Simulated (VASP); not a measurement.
Wanted: the native input for a VASP 6.6.1 run.

```
Task                   : single point
Functional             : LDA
Potentials or basis    : VASP PAW LDA potentials, release 64 (Pb_d, S)
Cutoff                 : 520 eV
k mesh                 : 8 × 8 × 7
Occupations            : fermi-dirac, width 0.05 eV
Spin                   : no spin polarisation
Dipole correction      : no
Further INCAR settings : ALGO = Normal; EDIFF = 1e-07; NBANDS = 17
```

The structure of PbS lies in POSCAR:

```
PbS
1.0
    4.1699082012      0.0000000000      0.0000000000
   -2.0849541005      3.6112464337      0.0000000000
    0.0000000000      0.0000000000      3.8624636467
Pb S
1 1
Direct
    0.0000000000      0.0000000000      0.0000000000
    0.6666666667      0.3333333333      0.5000000000
```

This cell differs from its parent crystal: volume scaled by 1.06.

One way to write it, as run:

INCAR

```
SYSTEM = PbS
PREC     = Accurate       ! precision mode
ENCUT    = 520            ! plane-wave cutoff, eV
EDIFF    = 1E-7           ! SCF threshold, eV
ISMEAR   = -1             ! smearing method
SIGMA    = 0.05           ! smearing width, eV
LREAL    = .False.        ! projectors in reciprocal space
LASPH    = .True.         ! aspherical terms in the spheres
NELM     = 100            ! most SCF steps
ALGO     = Normal         ! electronic algorithm
ISIF     = 2              ! what is computed and relaxed
LWAVE    = .False.        ! write WAVECAR
LCHARG   = .False.        ! write CHGCAR
NBANDS   = 17             ! bands
```

KPOINTS

```
regular mesh
0
Gamma
  8 8 7
  0 0 0
```

Potentials or basis: VASP PAW LDA potentials, release 64 (Pb_d, S).

The run is started by

```sh
$ cat potpaw_LDA.64/Pb_d/POTCAR potpaw_LDA.64/S/POTCAR > POTCAR
$ mpirun -np 1 vasp_std > vasp.out
```

It gave:

The pressure is -6.5 GPa and the band gap on the k mesh is 0.29 eV, indirect (least direct gap 1.52 eV).

Caveat: spin-orbit coupling is left out, which moves the levels of the heavy elements.

Wall time 45 s on 1 thread of AMD EPYC 7R43 64-Core Processor (Zen 3), on a shared host, peak memory 0.14 GiB.
